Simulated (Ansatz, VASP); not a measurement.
Two plane-wave programs on Y

```
Y
1.0
     3.65615    0.00000    0.00000
    -1.82808    3.16632    0.00000
     0.00000    0.00000    5.68245
Y
2
Direct
  0.33333 0.66667 0.25000
  0.66667 0.33333 0.75000
```

Alike in both runs: functional PBE; k mesh 13 × 13 × 7; occupations fermi-dirac, width 0.05 eV; no spin polarisation.

Ansatz relaxed the structure, and its values are those at the end. VASP's run is a single point on that final structure, the one shown.

```csv
,VASP,Ansatz
version,VASP 6.6.1,Ansatz 0.2.0
potentials or method,"VASP PAW PBE potentials, release 64 (Y_sv)","PAW with Ansatz's default frozen-core files, scalar-relativistic"
plane-wave cutoff (eV),520,420
valence electrons in the cell,22,22
```

|  | VASP | Ansatz | Ansatz less VASP |
| --- | --- | --- | --- |
| pressure (GPa) | -0.1 | 0.0 | +0.11 |
